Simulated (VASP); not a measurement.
The system is Ni3B2W.

```
CELL_PARAMETERS angstrom
4.97151 0.00000 0.00000
-2.48576 4.30546 0.00000
0.00000 0.00000 2.76095
ATOMIC_POSITIONS crystal
Ni 0.50000 0.00000 0.50000
Ni 0.50000 0.50000 0.50000
Ni 0.00000 0.50000 0.50000
B 0.33330 0.66670 0.00000
B 0.66660 0.33330 0.00000
W 0.00000 0.00000 0.00000
```

```yaml
Program: VASP 6.6.1
Task: relaxation of cell and atoms
Functional: r2SCAN
Potentials_or_basis: VASP PAW PBE potentials, release 64 (Ni, B, W_sv)
Cutoff: 600 eV
k_mesh: 4 × 4 × 6
Occupations: fermi-dirac, width 0.1 eV
Spin: no spin polarisation
```

At the start: pressure -2.4 GPa; volume 9.85 Å³/atom.

Problem. How do energy, volume and symmetry change on relaxing?

Solution. Over 6 steps the energy falls by 27.4 meV/atom and the volume is 9.67 Å³/atom (-1.8 %); space group P6/mmm (No. 191, to 0.05 Å).

Step by step:
```
step  energy change (eV)  largest force (eV/Å)  pressure (GPa)  volume (Å³)
   1              0.0000                0.0022           -2.43        59.10
   2             -0.1201                0.0006            2.45        57.79
   3             -0.1372                0.0014            5.59        57.06
   4             -0.1341                0.0011           -5.79        59.16
   5             -0.1642                0.0013           -0.22        58.06
   6             -0.1642                0.0013           -0.08        58.04
```

Final structure:
```
Ni B W
1.0
     4.80271    0.00000    0.00000
    -2.40136    4.15954    0.00000
     0.00000    0.00000    2.90555
Ni B W
3 2 1
Direct
  0.50000 0.00000 0.50000
  0.49998 0.50002 0.50000
  0.99997 0.49998 0.50000
  0.33331 0.66667 0.00000
  0.66664 0.33333 0.00000
  0.00000 0.00000 0.00000
```

Caveat: the k points lie up to 0.38 Å⁻¹ apart in the final cell; the PAW data sets were made with another functional, which shifts forces and pressure a little.
